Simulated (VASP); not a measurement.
Write the native input for VASP 6.6.1 that does the following.

| Property | Result |
| --- | --- |
| Task | single point |
| Functional | PBE |
| Potentials or basis | VASP PAW PBE potentials, release 64 (Rb_sv, Zn, O) |
| Cutoff | 520 eV |
| k mesh | 4 × 4 × 4 |
| Occupations | gaussian, width 0.1 eV |
| Spin | collinear spin, ferromagnetic start |
| Starting moments | [0.0, 0.0, 0.0, 1.0, 1.0, 1.0, 1.0, 1.0, 1.0] μB |
| Dipole correction | no |
| Further INCAR settings | ALGO = Normal; EDIFF = 1e-06; NBANDS = 47 |

The structure of Rb2ZnO6 lies in POSCAR:

```
Rb2ZnO6
1.0
    0.0000000000      4.3848657368      4.3848657368
    4.3848657368      0.0000000000      4.3848657368
    4.3848657368      4.3848657368      0.0000000000
Rb Zn O
2 1 6
Direct
    0.2500000000      0.2500000000      0.2500000000
    0.7500000000      0.7500000000      0.7500000000
    0.0000000000      0.0000000000      0.0000000000
    0.7786029284      0.2213970716      0.2213970716
    0.2213970716      0.7786029284      0.7786029284
    0.2213970716      0.7786029284      0.2213970716
    0.7786029284      0.2213970716      0.7786029284
    0.2213970716      0.2213970716      0.7786029284
    0.7786029284      0.7786029284      0.2213970716
```

This cell differs from its parent crystal: atoms taken out.

The input as run:

INCAR

```
ALGO = Normal ; EDIFF = 1E-6
ENCUT = 520 ; GGA = PE
ISIF = 2 ; ISMEAR = 0
ISPIN = 2 ; LASPH = T
LCHARG = F ; LORBIT = 11
LREAL = F ; LWAVE = F
MAGMOM = 0 0 0 1 1 1 1 1 1 ; NBANDS = 47
NELM = 150 ; PREC = Accurate
SIGMA = 0.1
```

KPOINTS

```
k-points
0
Gamma
  4 4 4
```

Potentials or basis: VASP PAW PBE potentials, release 64 (Rb_sv, Zn, O).

Command:

```bash
$ cat potpaw_PBE.64/Rb_sv/POTCAR potpaw_PBE.64/Zn/POTCAR potpaw_PBE.64/O/POTCAR > POTCAR
$ mpirun -np 1 vasp_std > vasp.out
```

Results of the run:

The pressure is 0.6 GPa, the largest force is 0.086 eV/Å and the band gap on the k mesh is zero (filled and empty bands overlap). The net moment is 8.00 μB per cell and the site moments are Rb +0.01; Zn +0.25; O +1.07 μB. The valence electrons inside the program's atomic spheres are Rb 7.31; Zn 11.00; O 4.74.

Caveat: the cell differs from its parent crystal (atoms taken out).

Wall time 2.9 min on 1 thread of Intel(R) Xeon(R) Platinum 8259CL CPU @ 2.50GHz (Skylake/Cascade Lake), on a shared host, peak memory 0.45 GiB.
